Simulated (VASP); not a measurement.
# Hg (Fd-3m) in VASP: notebook, part 2 of 2

VASP 6.6.1.

### 4 Relaxation of cell and atoms, PBE

This run uses another cell than the first one, of 36.94 Å³/atom, 0.654 times its volume.

INCAR

```
PREC = Accurate
ENCUT = 600
EDIFF = 1E-7
ISMEAR = -1
SIGMA = 0.05
LREAL = False
LASPH = True
NELM = 60
ALGO = Normal
ISIF = 3
LWAVE = False
LCHARG = False
GGA = PE
IBRION = 2
NSW = 60
EDIFFG = -0.005
```

KPOINTS

```
Automatic mesh
0
Gamma
  11 11 11
```

POSCAR

```
Hg
1.0
    0.0000000000      3.3303445432      3.3303445432
    3.3303445432      0.0000000000      3.3303445432
    3.3303445432      3.3303445432      0.0000000000
Hg
2
Direct
   -0.1250000000     -0.1250000000     -0.1250000000
    0.1250000000      0.1250000000      0.1250000000
```

Potentials or basis: VASP PAW PBE potentials, release 64 (Hg).

The run is started by

```bash
$ cat potpaw_PBE.64/Hg/POTCAR > POTCAR
$ mpirun -np 1 vasp_std > vasp.out
```

OUTCAR:

```text
PREC = Accurate
   ENCUT = 600
   EDIFF = 1E-7
   ISMEAR = -1
   LREAL = False
   LASPH = True
   NELM = 60
   ISIF = 3
   GGA = PE
   IBRION = 2
   NSW = 60
   EDIFFG = -0.005

 ion  position               nearest neighbor table
   1  0.875  0.875  0.875-   2 2.88   2 2.88   2 2.88   2 2.88
   2  0.125  0.125  0.125-   1 2.88   1 2.88   1 2.88   1 2.88

  LATTYP: Found a face centered cubic cell.
 ALAT       =     6.6606890864

  Lattice vectors:

 A1 = (   0.0000000000,   3.3303445432,   3.3303445432)
 A2 = (   3.3303445432,   0.0000000000,   3.3303445432)
 A3 = (   3.3303445432,   3.3303445432,   0.0000000000)

Analysis of symmetry for initial positions (statically):
=====================================================================
 Subroutine PRICEL returns:
 Original cell was already a primitive cell.

 Routine SETGRP: Setting up the symmetry group for a
 face centered cubic supercell.

 Subroutine GETGRP returns: Found 48 space group operations
 (whereof 12 operations were pure point group operations)
 out of a pool of 48 trial point group operations.

The static configuration has the point symmetry D_3d.
 The point group associated with its full space group is O_h .

Analysis of symmetry for dynamics (positions and initial velocities):
=====================================================================
 Subroutine PRICEL returns:
 Original cell was already a primitive cell.

 Routine SETGRP: Setting up the symmetry group for a
 face centered cubic supercell.

 Subroutine GETGRP returns: Found 48 space group operations
 (whereof 12 operations were pure point group operations)
 out of a pool of 48 trial point group operations.

The dynamic configuration has the point symmetry D_3d.
 The point group associated with its full space group is O_h .

 Subroutine INISYM returns: Found 48 space group operations
 (whereof 12 operations are pure point group operations),
 and found     1 'primitive' translations

----------------------------------------------------------------------------------------

                                     Primitive cell

  volume of cell :      73.8750

  direct lattice vectors                    reciprocal lattice vectors
     0.000000000  3.330344543  3.330344543    -0.150134616  0.150134616  0.150134616
     3.330344543  0.000000000  3.330344543     0.150134616 -0.150134616  0.150134616
     3.330344543  3.330344543  0.000000000     0.150134616  0.150134616 -0.150134616

  length of vectors
     4.709818420  4.709818420  4.709818420     0.260040783  0.260040783  0.260040783

  position of ions in fractional coordinates (direct lattice)
     0.875000000  0.875000000  0.875000000
     0.125000000  0.125000000  0.125000000

  ion indices of the primitive-cell ions
   primitive index   ion index
                 1           1
                 2           2

----------------------------------------------------------------------------------------

 KPOINTS: Automatic mesh

Automatic generation of k-mesh.
 Grid dimensions read from file:
 generate k-points for:   11   11   11

 Generating k-lattice:

  Cartesian coordinates                     Fractional coordinates (reciprocal lattice)
    -0.013648601  0.013648601  0.013648601     0.090909091  0.000000000  0.000000000
     0.013648601 -0.013648601  0.013648601     0.000000000  0.090909091  0.000000000
     0.013648601  0.013648601 -0.013648601     0.000000000  0.000000000  0.090909091

  Length of vectors
     0.023640071  0.023640071  0.023640071

  Shift w.r.t. Gamma in fractional coordinates (k-lattice)
     0.000000000  0.000000000  0.000000000

 Subroutine IBZKPT returns following result:
 ===========================================

 Found     56 irreducible k-points:

 Following reciprocal coordinates:
            Coordinates               Weight
  0.000000  0.000000  0.000000      1.000000
  0.090909  0.000000  0.000000      8.000000
  0.181818  0.000000  0.000000      8.000000
  0.272727  0.000000  0.000000      8.000000
  0.363636  0.000000  0.000000      8.000000
  0.454545  0.000000  0.000000      8.000000
[... 16 lines left out ...]
 -0.272727  0.181818  0.000000     24.000000
 -0.181818  0.181818  0.000000     12.000000
 [... further k-points ...]
   k-points           NKPTS =     56   k-points in BZ     NKDIM =     56   number of bands    NBANDS=     16
   number of dos      NEDOS =    301   number of ions     NIONS =      2
   total plane-waves  NPLWV =  64000
   dimension x,y,z NGX =    40 NGY =   40 NGZ =   40
   dimension x,y,z NGXF=    80 NGYF=   80 NGZF=   80
   ions per type =               2
   NGX,Y,Z   is equivalent  to a cutoff of  14.12, 14.12, 14.12 a.u.
   NGXF,Y,Z  is equivalent  to a cutoff of  28.24, 28.24, 28.24 a.u.
 SYSTEM =  unknown system
   PREC   = accura    normal or accurate (medium, high low for compatibility)
   ISTART =      0    job   : 0-new  1-cont  2-samecut
   ICHARG =      2    charge: 1-file 2-atom 10-const
   ISPIN  =      1    spin polarized calculation?
   LNONCOLLINEAR =      F non collinear calculations
   LSORBIT =      F    spin-orbit coupling
   LASPH  =      T    aspherical Exc in radial PAW
   ENCUT  =  600.0 eV  44.10 Ry    6.64 a.u.   9.41  9.41  9.41*2*pi/ulx,y,z
   NELM   =     60;   NELMIN=  2; NELMDL= -5     # of ELM steps
   EDIFF  = 0.1E-06   stopping-criterion for ELM
   LREAL  =      F    real-space projection
   EDIFFG = -.5E-02   stopping-criterion for IOM
   NSW    =     60    number of steps for IOM
   IBRION =      2    ionic relax: 0-MD 1-quasi-New 2-CG
   NFREE  =      1    steps in history (QN), initial steepest desc. (CG)
   ISIF   =      3    stress and relaxation
   ISYM   =      2    0-nonsym 1-usesym 2-fastsym
   POTIM  = 0.5000    time-step for ionic-motion
   TEBEG  =    0.0;   TEEND  =   0.0 temperature during run
   PSTRESS=    0.0 pullay stress
   NELECT =      24.0000    total number of electrons
   NUPDOWN=      -1.0000    fix difference up-down
   EMIN   =  10.00;   EMAX   =-10.00  energy-range for DOS
   EFERMI =   0.00;   METHOD = LEGACY
   ISMEAR =    -1;   SIGMA  =   0.05  broadening in eV -4-tet -1-fermi 0-gaus
   EFERMI_NEDOS =   21; number of points for ismear=-14 and -15
   IALGO  =     38    algorithm
   IMIX   =      4    mixing-type and parameters
     AMIX     =   0.40;   BMIX     =  1.00
     AMIX_MAG =   1.60;   BMIX_MAG =  1.00
  volume/ion in A,a.u.               =      36.94       249.27
  Fermi-wavevector in a.u.,A,eV,Ry     =   1.125415  2.126726 17.232584  1.266559
  Thomas-Fermi vector in A             =   2.262092
   LORBIT       =      0    0 simple, 1 ext, 2 COOP (PROOUT), +10 PAW based schemes
   GGA     = PE    functional components
   LHFCALC =     F    Hartree Fock is set to
   AEXX    =    0.0000 exact exchange contribution
   IVDW    =     0    specifies the selected vdW correction
   LEPSILON=     F    determine dielectric tensor
   LRPA    =     F    only Hartree local field effects (RPA)
 conjugate gradient relaxation of ions
 non-spin polarized calculation
  energy-cutoff  :      600.00
  volume of cell :       73.88
 maximum number of plane-waves:      2489
 NGX is ok and might be reduce to    40
   NGX = 19   NGY = 19   NGZ = 19

--------------------------------------- Ionic step        1  -------------------------------------------

 number of electron      24.0000004 magnetization

 Free energy of the ion-electron system (eV)
  ---------------------------------------------------
  ext. energy  EPLUGINS =         0.00000000
  ---------------------------------------------------
  free energy    TOTEN  =        -0.07316717 eV

  energy without entropy =       -0.06423772  energy(sigma->0) =       -0.06870245

------------------------ aborting loop because EDIFF is reached ----------------------------------------

  FORCE on cell =-STRESS in cart. coord.  units (eV):
  Direction    XX          YY          ZZ          XY          YZ          ZX
  --------------------------------------------------------------------------------------
  -------------------------------------------------------------------------------------
  Total        1.0806754      1.0806754      1.0806754     -0.0000000      0.0000000     -0.0000000
  in kB       23.4373425     23.4373425     23.4373425     -0.0000000      0.0000000     -0.0000000
  external PRESSURE =      23.4373425 kB  Pullay stress =       0.0000000 kB
[... 59 lines left out ...]
--------------------------------------- Ionic step        3  -------------------------------------------

 number of electron      23.9999997 magnetization

 E-fermi :   0.1815     XC(G=0):  -7.3930

 val. band max:        0.1523210910   @ k =  -0.2727   0.3636   0.0909
 cond. band min:       0.1965417554   @ k =   0.1818   0.0000   0.0000
 fundamental gap:      0.0442206643
 Fermi energy:         0.1815026586

 k-point     1 :       0.0000    0.0000    0.0000
  band No.  band energies     occupation
      1      -7.2557      2.00000
      2      -7.2557      2.00000
      3      -7.2557      2.00000
      4      -7.2035      2.00000
      5      -7.2035      2.00000
      6      -6.7557      2.00000
[... 590 lines left out ...]
--------------------------------------- Ionic step        7  -------------------------------------------

 number of electron      23.9999997 magnetization

 Free energy of the ion-electron system (eV)
  ---------------------------------------------------
  ext. energy  EPLUGINS =         0.00000000
  ---------------------------------------------------
  free energy    TOTEN  =        -0.20737390 eV

  energy without entropy =       -0.20733354  energy(sigma->0) =       -0.20735372

 E-fermi :  -0.6711     XC(G=0):  -6.3010

 val. band max:       -0.8446046527   @ k =   0.0000   0.0000   0.0000
 cond. band min:      -0.2907473930   @ k =  -0.3636   0.3636   0.0000
 fundamental gap:      0.5538572598
 Fermi energy:        -0.6711022897

 k-point     1 :       0.0000    0.0000    0.0000
  band No.  band energies     occupation
      1      -7.6132      2.00000
      2      -7.6132      2.00000
      3      -7.6132      2.00000
      4      -7.5781      2.00000
      5      -7.5781      2.00000
      6      -7.1346      2.00000
[... 476 lines left out ...]
  FREE ENERGIE OF THE ION-ELECTRON SYSTEM (eV)
  ---------------------------------------------------
  free  energy   TOTEN  =        -0.2073738995 eV

  energy  without entropy=       -0.2073335414  energy(sigma->0) =       -0.20735372

 reached required accuracy - stopping structural energy minimisation
```

CONTCAR:

```text
Hg
   1.00000000000000
    -0.0000000000000001    3.8525073371810334    3.8525073371810339
     3.8525073371810339    0.0000000000000001    3.8525073371810339
     3.8525073371810339    3.8525073371810334    0.0000000000000000
  Hg
     2
Direct
     0.8750000000000000    0.8750000000000000    0.8750000000000000
     0.1250000000000000    0.1250000000000000    0.1250000000000000

  0.00000000E+00  0.00000000E+00  0.00000000E+00
  0.00000000E+00  0.00000000E+00  0.00000000E+00
```

It took 13 min on 1 thread of AMD EPYC 7R13, shared host; peak memory 0.26 GiB.

Results:

```
Free energy                            : -0.2074 eV
Relaxed volume                         : 57.18 Å³/atom
Relaxed cell                           : a = 5.448 Å, b = 5.448 Å, c = 5.448 Å, α = 60.00°, β = 60.00°, γ = 60.00°
Space group after relaxing (to 0.05 Å) : Fd-3m (No. 227)
Energy gained by relaxing              : 67.1 meV/atom
Ionic steps                            : 7
Pressure after relaxing                : 0.0 GPa
Band gap on the k mesh                 : 0.55 eV, indirect (least direct gap 2.95 eV)
```

The path:
```
step  energy change (eV)  largest force (eV/Å)  pressure (GPa)  volume (Å³)
   1              0.0000                0.0000            2.34        73.87
   2             -0.0615                0.0000            1.23        79.80
   3             -0.1024                0.0000            0.40        88.07
   4             -0.1308                0.0000            0.14       106.29
   5             -0.0960                0.0000           -0.30       149.92
   6             -0.1340                0.0000           -0.03       116.30
   7             -0.1342                0.0000            0.00       114.36
```

Final structure:
```
Hg
1.0
     0.00000    3.85251    3.85251
     3.85251    0.00000    3.85251
     3.85251    3.85251    0.00000
Hg
2
Direct
  0.87500 0.87500 0.87500
  0.12500 0.12500 0.12500
```

Levels at points of the mesh, in eV from the valence-band top:
```
           k point  band 8  band 9  band 10  band 11  band 12  band 13  band 14  band 15  band 16
(0.00, 0.00, 0.00)   -6.29   -6.21    -6.21    -5.73     0.00     3.48     3.48     3.48     4.77
```

Caveat: the volume moved by over 15 % at a fixed basis, so the end points are rough; spin-orbit coupling is left out, which moves the levels of the heavy elements. A k mesh can miss the band edges.

### 5 The runs side by side

```tsv
task	cell	k mesh	cutoff (eV)	gap on the mesh (eV)	pressure (GPa)
single point	a = 5.425 Å, angles 60.0°, 2 atoms	11 × 11 × 11	520	0.47	0.0
single point	a = 4.951 Å, angles 60.0°, 2 atoms	14 × 14 × 14	520	none	0.6
relaxation of cell and atoms	relaxed from a = 4.710 Å, angles 60.0°, 2 atoms	11 × 11 × 11	600	0.55	0.0
```

Alike in all rows: level PBE; potentials or basis VASP PAW PBE potentials, release 64 (Hg); no spin polarisation; smearing fermi-dirac 0.05 eV.

Caveats: spin-orbit coupling is left out, which moves the levels of the heavy elements; the volume moved by over 15 % at a fixed basis, so the end points are rough (some runs).

Total energies depend on the potentials used, so only differences within one code and one set of settings carry meaning.
